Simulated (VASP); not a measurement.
# PbS (zincblende type) (F-43m) in VASP: further runs, part 2 of 2

VASP 6.6.1. Earlier steps stand in the parts before.

## 3. Relaxation of cell and atoms, PBE, target pressure 40 GPa, at which the enthalpy is minimised

This run uses another cell than the first one, of 20.75 Å³/atom.

Contents of INCAR:

```
PREC = Accurate
ENCUT = 600
EDIFF = 1E-6
ISMEAR = -1
SIGMA = 0.1
LREAL = False
LASPH = True
NELM = 100
ALGO = Normal
ISIF = 3
LWAVE = False
LCHARG = False
GGA = PE
IBRION = 2
NSW = 60
EDIFFG = -0.005
PSTRESS = 400.0
```

Contents of KPOINTS:

```
Automatic mesh
0
Gamma
  12 12 12
```

Contents of POSCAR:

```
PbS
1.0
    0.0000000000      2.7480526660      2.7480526660
    2.7480526660      0.0000000000      2.7480526660
    2.7480526660      2.7480526660      0.0000000000
Pb S
1 1
Direct
    0.0000000000      0.0000000000      0.0000000000
    0.2500000000      0.2500000000      0.2500000000
```

Potentials or basis: VASP PAW PBE potentials, release 64 (Pb_d, S).

On the command line:

```console
$ cat potpaw_PBE.64/Pb_d/POTCAR potpaw_PBE.64/S/POTCAR > POTCAR
$ mpirun -np 1 vasp_std > vasp.out
```

OUTCAR:

```text
PREC = Accurate
   ENCUT = 600
   EDIFF = 1E-6
   ISMEAR = -1
   LREAL = False
   LASPH = True
   NELM = 100
   ISIF = 3
   GGA = PE
   IBRION = 2
   NSW = 60
   EDIFFG = -0.005
   PSTRESS = 400.0

 ion  position               nearest neighbor table
   1  0.000  0.000  0.000-   2 2.38   2 2.38   2 2.38   2 2.38
   2  0.250  0.250  0.250-   1 2.38   1 2.38   1 2.38   1 2.38

  LATTYP: Found a face centered cubic cell.
 ALAT       =     5.4961053320

  Lattice vectors:

 A1 = (   0.0000000000,   2.7480526660,   2.7480526660)
 A2 = (   2.7480526660,   0.0000000000,   2.7480526660)
 A3 = (   2.7480526660,   2.7480526660,   0.0000000000)

Analysis of symmetry for initial positions (statically):
=====================================================================
 Subroutine PRICEL returns:
 Original cell was already a primitive cell.

 Routine SETGRP: Setting up the symmetry group for a
 face centered cubic supercell.

 Subroutine GETGRP returns: Found 24 space group operations
 (whereof 24 operations were pure point group operations)
 out of a pool of 48 trial point group operations.

The static configuration has the point symmetry T_d .
[... 152 lines left out ...]

 number of electron      20.0000002 magnetization

 Free energy of the ion-electron system (eV)
  ---------------------------------------------------
  ext. energy  EPLUGINS =         0.00000000
  ---------------------------------------------------
  free energy    TOTEN  =        -4.64979636 eV

  energy without entropy =       -4.62637957  energy(sigma->0) =       -4.63808796

------------------------ aborting loop because EDIFF is reached ----------------------------------------

  FORCE on cell =-STRESS in cart. coord.  units (eV):
  Direction    XX          YY          ZZ          XY          YZ          ZX
  --------------------------------------------------------------------------------------
  -------------------------------------------------------------------------------------
  Total       15.2740242     15.2740242     15.2740242      0.0000000      0.0000000      0.0000000
  in kB      589.6019414    589.6019414    589.6019414      0.0000000      0.0000000      0.0000000
  external PRESSURE =     189.6019414 kB  Pullay stress =     400.0000000 kB
[... 931 lines left out ...]
  energy  without entropy=       -6.1074959848  energy(sigma->0) =       -6.11897063

  enthalpy is  TOTEN    =         5.4657675105 eV   P V=       11.5962127810

[... ionic steps 4 to 15 ...]

--------------------------------------- Ionic step       16  -------------------------------------------

 number of electron      20.0000001 magnetization

------------------------ aborting loop because EDIFF is reached ----------------------------------------
[... 71 lines left out ...]
--------------------------------------- Ionic step       18  -------------------------------------------

 number of electron      20.0000001 magnetization

 Free energy of the ion-electron system (eV)
  ---------------------------------------------------
  ext. energy  EPLUGINS =         0.00000000
  ---------------------------------------------------
  free energy    TOTEN  =        -6.02735566 eV

  energy without entropy =       -6.00420836  energy(sigma->0) =       -6.01578201

 E-fermi :   8.0574     XC(G=0): -10.0483

 val. band max:        7.9992292029   @ k =  -0.4167   0.4167   0.1667
 cond. band min:       8.0721812679   @ k =  -0.3333   0.5000   0.1667
 fundamental gap:      0.0729520650
 Fermi energy:         8.0573977517
[... 441 lines left out ...]
  energy  without entropy=       -6.0042083598  energy(sigma->0) =       -6.01578201

  enthalpy is  TOTEN    =         5.4638592104 eV   P V=       11.4912148704

 reached required accuracy - stopping structural energy minimisation
```

OSZICAR:

```text
N       E                     dE             d eps       ncg     rms          rms(c)
DAV:   1     0.179329463356E+03    0.17933E+03   -0.11086E+04  2022   0.179E+03
[... 110 lines left out ...]
DAV:   4    -0.603369832607E+01    0.77513E-06   -0.40045E-06  1824   0.202E-02
  17 F= 0.54638670E+01 E0= 0.54754355E+01  d E =-.249634E-04
       N       E                     dE             d eps       ncg     rms          rms(c)
DAV:   1    -0.602741422277E+01    0.62849E-02   -0.17157E-03  2448   0.943E-01    0.551E-02
DAV:   2    -0.602736285281E+01    0.51370E-04   -0.11128E-04  2454   0.254E-01    0.153E-02
DAV:   3    -0.602735510175E+01    0.77511E-05   -0.29633E-05  2466   0.130E-01    0.275E-03
DAV:   4    -0.602735566001E+01   -0.55826E-06   -0.96848E-07  1008   0.114E-02
  18 F= 0.54638592E+01 E0= 0.54754329E+01  d E =-.327325E-04
```

It took 6.5 min on 1 thread of Intel Xeon 8259CL, shared host; peak memory 0.23 GiB.

What came out:

- Free energy: -6.0274 eV
- Relaxed volume: 23.01 Å³/atom
- Relaxed cell: a = 4.023 Å, b = 4.023 Å, c = 4.023 Å, α = 60.00°, β = 60.00°, γ = 60.00°
- Space group after relaxing (to 0.1 Å): F-43m (No. 216)
- Energy change on relaxing (the run minimises the enthalpy): -688.8 meV/atom
- Ionic steps: 18
- Pressure after relaxing: 40.0 GPa
- Band gap on the k mesh: zero (bands 10 and 11 overlap by 0.94 eV)

The path:
```
step  energy change (eV)  largest force (eV/Å)  pressure (GPa)  volume (Å³)
   1              0.0000                0.0000           58.96        41.51
   2             -3.2306                0.0000           13.20        58.07
   3             -1.4806                0.0000           38.57        46.45
   4             -1.3831                0.0000           39.92        46.05
   5             -1.3596                0.0000           40.23        45.96
   6             -1.3602                0.0000           40.25        45.96
   7             -1.3621                0.0000           40.21        45.97
   8             -1.3621                0.0000           40.20        45.97
   9             -1.3621                0.0000           40.20        45.97
  10             -1.3622                0.0000           40.20        45.97
  11             -1.3624                0.0000           40.20        45.97
  12             -1.3627                0.0000           40.20        45.97
  13             -1.3634                0.0000           40.21        45.97
  14             -1.3648                0.0000           40.17        45.98
  15             -1.3675                0.0000           40.13        45.99
  16             -1.3730                0.0000           40.05        46.01
  17             -1.3839                0.0000           39.93        46.05
  18             -1.3776                0.0000           39.98        46.03
```

Final structure:
```
Pb S
1.0
     0.00000    2.84443    2.84443
     2.84443    0.00000    2.84443
     2.84443    2.84443    0.00000
Pb S
1 1
Cartesian
  0.0000 0.0000 0.0000
  1.4222 1.4222 1.4222
```

Caveat: the cell is relaxed towards a set pressure, so the run minimises the enthalpy, not the energy; spin-orbit coupling is left out, which moves the levels of the heavy elements.

## 4. Relaxation of cell and atoms, PBE, target pressure 40 GPa, at which the enthalpy is minimised

Contents of INCAR:

```
SYSTEM = PbS
ALGO = Normal
EDIFF = 1E-6
EDIFFG = -0.005
ENCUT = 600
GGA = PE
IBRION = 2
ISIF = 3
ISMEAR = -1
LASPH = .TRUE.
LCHARG = .FALSE.
LREAL = .FALSE.
LWAVE = .FALSE.
NELM = 80
NSW = 32
PREC = Accurate
PSTRESS = 400.0
SIGMA = 0.1
```

Contents of KPOINTS:

```
k-points
0
G
  12 12 12
  0 0 0
```

Contents of POSCAR:

```
PbS
1.0
    0.0000000000      2.8447677295      2.8447677295
    2.8447677295      0.0000000000      2.8447677295
    2.8447677295      2.8447677295      0.0000000000
Pb S
1 1
Direct
    0.0000000000      0.0000000000      0.0000000000
    0.2500000000      0.2500000000      0.2500000000
```

On the command line:

```console
$ cat potpaw_PBE.64/Pb_d/POTCAR potpaw_PBE.64/S/POTCAR > POTCAR
$ mpirun -np 1 vasp_std > vasp.out
```

Wall time 87 s (1 thread of Intel Xeon 8259CL, shared host); peak memory 0.23 GiB.

The run converged. Its results:

| Property | Result |
| --- | --- |
| Free energy | -6.0294 eV |
| Relaxed volume | 23.02 Å³/atom |
| Relaxed cell | a = 4.023 Å, b = 4.023 Å, c = 4.023 Å, α = 60.00°, β = 60.00°, γ = 60.00° |
| Space group after relaxing (to 0.1 Å) | F-43m (No. 216) |
| Energy change on relaxing (the run minimises the enthalpy) | +1.6 meV/atom |
| Ionic steps | 3 |
| Pressure after relaxing | 40.0 GPa |
| Band gap on the k mesh | zero (bands 10 and 11 overlap by 0.94 eV) |

Step by step:
```tsv
step	energy change (eV)	largest force (eV/Å)	pressure (GPa)	volume (Å³)
1	0.0000	0.0000	39.95	46.04
2	0.0110	0.0000	40.11	46.00
3	0.0032	0.0000	40.01	46.03
```

Final structure:
```yaml
crystal:
  lattice:
    - [0.00000, 2.84450, 2.84450]
    - [2.84450, 0.00000, 2.84450]
    - [2.84450, 2.84450, 0.00000]
  atoms:
    - { symbol: Pb, position: [0.00000, 0.00000, 0.00000] }
    - { symbol: S, position: [0.25000, 0.25000, 0.25000] }
```

Levels at points of the mesh, in eV from the Fermi level:
```csv
k point,band 6,band 7,band 8,band 9,band 10,band 11,band 12,band 13,band 14
"(0.00, 0.00, 0.00)",-16.46,-4.72,-3.29,-3.29,-3.29,1.89,1.89,1.89,5.73
"(0.50, 0.00, 0.00)",-14.40,-9.97,-4.28,-4.28,-2.53,2.83,2.83,4.22,6.87
"(0.50, 0.50, 0.00)",-13.65,-10.43,-5.59,-5.59,-0.86,-0.59,5.98,6.93,6.93
```

Caveat: the cell is relaxed towards a set pressure, so the run minimises the enthalpy, not the energy; spin-orbit coupling is left out, which moves the levels of the heavy elements.

## 5. Summary

| task | cell | cutoff (eV) | gap on the mesh (eV) | pressure (GPa) |
| --- | --- | --- | --- | --- |
| single point | a = 4.023 Å, angles 60.0°, 2 atoms | 520 | none | 39.9 |
| relaxation of cell and atoms | relaxed to 40 GPa from a = 3.886 Å, angles 60.0°, 2 atoms | 600 | none | 40.0 |
| relaxation of cell and atoms | relaxed to 40 GPa from a = 4.023 Å, angles 60.0°, 2 atoms | 600 | none | 40.0 |

Alike in all rows: level PBE; potentials or basis VASP PAW PBE potentials, release 64 (Pb_d, S); no spin polarisation; k mesh 12 × 12 × 12; smearing fermi-dirac 0.1 eV.

Caveats: spin-orbit coupling is left out, which moves the levels of the heavy elements; the cell is relaxed towards a set pressure, so the run minimises the enthalpy, not the energy (at least some runs); the cell stands under pressure (at least some runs).

Total energies depend on the potentials used, so only differences within one code and one set of settings carry meaning.
